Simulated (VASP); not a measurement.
NaCl, 2 atoms in the cell. Symmetry: Fm-3m, No. 225, cubic system. Conventional cell: a = 5.106 Å, b = 5.106 Å, c = 5.106 Å, α = 90.00°, β = 90.00°, γ = 90.00°. Na (site symmetry m-3m) has 6 Cl at 2.55 Å within 3.4 Å. Cl (site symmetry m-3m) has 6 Na at 2.55 Å within 3.4 Å. 

* Program: VASP 6.6.1
* Task: phonons
* Functional: r2SCAN
* Potentials or basis: VASP PAW PBE potentials, release 64 (Na_pv, Cl)
* Cutoff: 550 eV
* k mesh: 8 × 8 × 8
* Occupations: gaussian, width 0.01 eV
* Spin: no spin polarisation
* Dipole correction: no
* Further INCAR settings: ALGO = Normal; EDIFF = 1e-08; IBRION = 6; POTIM = 0.015; NSW = 1

Potentials or basis: VASP PAW PBE potentials, release 64 (Na_pv, Cl).

Command:

```bash
$ cat potpaw_PBE.64/Na_pv/POTCAR potpaw_PBE.64/Cl/POTCAR > POTCAR
$ mpirun -np 1 vasp_std > vasp.out
```

Hardware: 1 thread of Intel(R) Xeon(R) 6975P-C (Granite Rapids) (shared host).

Task: How long does it take, and how much memory?

Result: It took 3.3 min on 1 thread of Intel(R) Xeon(R) 6975P-C (Granite Rapids) (shared host), peak memory 0.18 GiB. Counts: scf iterations 71, k points 29.
